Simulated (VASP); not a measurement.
# RbBr (Pm-3m) in VASP: settings compared, part 2 of 2

VASP 6.6.1. Earlier steps stand in the parts before.

### Step 3. Single point, PBE-based screened hybrid with 30 % exact exchange

Contents of POSCAR:

```
RbBr
1.0
    4.1260773000      0.0000000000      0.0000000000
    0.0000000000      4.1260773000      0.0000000000
    0.0000000000      0.0000000000      4.1260773000
Rb Br
1 1
Direct
    0.0000000000      0.0000000000      0.0000000000
    0.5000000000      0.5000000000      0.5000000000
```

Contents of INCAR.step1:

```
PREC = Accurate
ENCUT = 520
EDIFF = 1E-5
ISMEAR = -1
SIGMA = 0.05
LREAL = False
LASPH = True
NELM = 80
ALGO = Normal
ISIF = 2
LWAVE = True
LCHARG = False
NBANDS = 15
GGA = PE
```

Contents of INCAR.step2:

```
PREC = Accurate
ENCUT = 520
EDIFF = 1E-6
ISMEAR = -1
SIGMA = 0.05
LREAL = False
LASPH = True
NELM = 80
ALGO = Normal
ISIF = 2
LWAVE = False
LCHARG = False
GGA = PE
LHFCALC = True
AEXX = 0.3
HFSCREEN = 0.2
PRECFOCK = Normal
NBANDS = 15
ISTART = 1
```

Contents of KPOINTS:

```
regular mesh
0
Gamma
  4 4 4
```

Potentials or basis: VASP PAW PBE potentials, release 64 (Rb_sv, Br).

Run with:

```
$ cat potpaw_PBE.64/Rb_sv/POTCAR potpaw_PBE.64/Br/POTCAR > POTCAR
$ cp INCAR.step1 INCAR
$ mpirun -np 1 vasp_std > vasp.out
$ cp INCAR.step2 INCAR
$ mpirun -np 1 vasp_std > vasp.out
```

OUTCAR:

```text
PREC = Accurate
   ENCUT = 520
   EDIFF = 1E-6
   ISMEAR = -1
   LREAL = False
   LASPH = True
   NELM = 80
   ISIF = 2
   GGA = PE
   LHFCALC = True
   AEXX = 0.3
   HFSCREEN = 0.2
   PRECFOCK = Normal
   ISTART = 1

 ion  position               nearest neighbor table
   1  0.000  0.000  0.000-   2 3.57   2 3.57   2 3.57   2 3.57   2 3.57   2 3.57   2 3.57   2 3.57

   2  0.500  0.500  0.500-   1 3.57   1 3.57   1 3.57   1 3.57   1 3.57   1 3.57   1 3.57   1 3.57

  LATTYP: Found a simple cubic cell.
 ALAT       =     4.1260773000

  Lattice vectors:

 A1 = (   4.1260773000,   0.0000000000,   0.0000000000)
 A2 = (   0.0000000000,   4.1260773000,   0.0000000000)
 A3 = (   0.0000000000,   0.0000000000,   4.1260773000)

Analysis of symmetry for initial positions (statically):
=====================================================================
 Subroutine PRICEL returns:
 Original cell was already a primitive cell.

 Routine SETGRP: Setting up the symmetry group for a
 simple cubic supercell.

[... 169 lines left out ...]
      2     -15.5887      2.00000
      3     -11.4509      2.00000
      4     -11.4509      2.00000
      5     -11.4509      2.00000
      6      -1.8639      2.00000
      7      -1.8639      2.00000
      8      -1.8639      2.00000
      9       3.8359      0.00000
     10       5.3312      0.00000
     11       5.3312      0.00000
     12      10.0355      0.00000
     13      10.0355      0.00000
     14      10.0355      0.00000
[... 149 lines left out ...]
      2     -15.2477      2.00000
      3     -11.6794      2.00000
      4     -11.6794      2.00000
      5     -11.6794      2.00000
      6      -3.1333      2.00000
      7      -3.1333      2.00000
      8      -3.1333      2.00000
      9       8.0275      0.00000
     10       8.0275      0.00000
     11       8.0275      0.00000
     12       9.4359      0.00000
     13       9.4359      0.00000
     14       9.4359      0.00000
     15      12.4530      0.00000

------------------------ aborting loop because EDIFF is reached ----------------------------------------

  FORCE on cell =-STRESS in cart. coord.  units (eV):
  Direction    XX          YY          ZZ          XY          YZ          ZX
  --------------------------------------------------------------------------------------
  -------------------------------------------------------------------------------------
  Total        0.1702347      0.1702347      0.1702347     -0.0000000      0.0000000     -0.0000000
  in kB        3.8828132      3.8828132      3.8828132     -0.0000000      0.0000000     -0.0000000
  external PRESSURE =       3.8828132 kB  Pullay stress =       0.0000000 kB

 VOLUME and BASIS-vectors are now :
 -----------------------------------------------------------------------------
  energy-cutoff  :      520.00
  volume of cell :       70.24
      direct lattice vectors                 reciprocal lattice vectors
     4.126077300  0.000000000  0.000000000     0.242360947  0.000000000  0.000000000
     0.000000000  4.126077300  0.000000000     0.000000000  0.242360947  0.000000000
     0.000000000  0.000000000  4.126077300     0.000000000  0.000000000  0.242360947

 POSITION                                       TOTAL-FORCE (eV/Angst)
 -----------------------------------------------------------------------------------
      0.00000      0.00000      0.00000         0.000000      0.000000      0.000000
      2.06304      2.06304      2.06304         0.000000      0.000000      0.000000
 -----------------------------------------------------------------------------------
    total drift:                               -0.000000     -0.000000     -0.000000

  FREE ENERGIE OF THE ION-ELECTRON SYSTEM (eV)
  ---------------------------------------------------
  free  energy   TOTEN  =        -7.1865685746 eV

  energy  without entropy=       -7.1865685746  energy(sigma->0) =       -7.18656857
```

OSZICAR.step1:

```text
N       E                     dE             d eps       ncg     rms          rms(c)
DAV:   1     0.821995967545E+02    0.82200E+02   -0.71469E+03   300   0.949E+02
DAV:   2    -0.119673212445E+01   -0.83396E+02   -0.79350E+02   424   0.169E+02
DAV:   3    -0.611096115716E+01   -0.49142E+01   -0.48981E+01   391   0.423E+01
DAV:   4    -0.622824575852E+01   -0.11728E+00   -0.11727E+00   429   0.599E+00
DAV:   5    -0.622879452481E+01   -0.54877E-03   -0.54876E-03   398   0.421E-01    0.261E+00
DAV:   6    -0.602392646645E+01    0.20487E+00   -0.18233E-01   349   0.230E+00    0.175E+00
DAV:   7    -0.599010437531E+01    0.33822E-01   -0.10354E-01   377   0.182E+00    0.902E-01
DAV:   8    -0.599315371609E+01   -0.30493E-02   -0.13283E-02   345   0.698E-01    0.132E-01
DAV:   9    -0.599304964154E+01    0.10407E-03   -0.48049E-04   419   0.122E-01    0.627E-02
DAV:  10    -0.599318126383E+01   -0.13162E-03   -0.23374E-04   364   0.101E-01    0.142E-02
DAV:  11    -0.599318139301E+01   -0.12918E-06   -0.92367E-06   305   0.206E-02
   1 F= -.59931814E+01 E0= -.59931814E+01  d E =-.681173E-10
```

Wall time 9.9 min (1 thread of AMD EPYC 7R43 (Zen 3), shared host); peak memory 0.25 GiB.

Results:

- Free energy: -7.1866 eV
- Pressure: 0.4 GPa
- Band gap on the k mesh: 5.53 eV (least direct gap 5.70 eV)

Caveat: the PAW data sets were made with another functional, which shifts forces and pressure a little. A k mesh can miss the band edges.
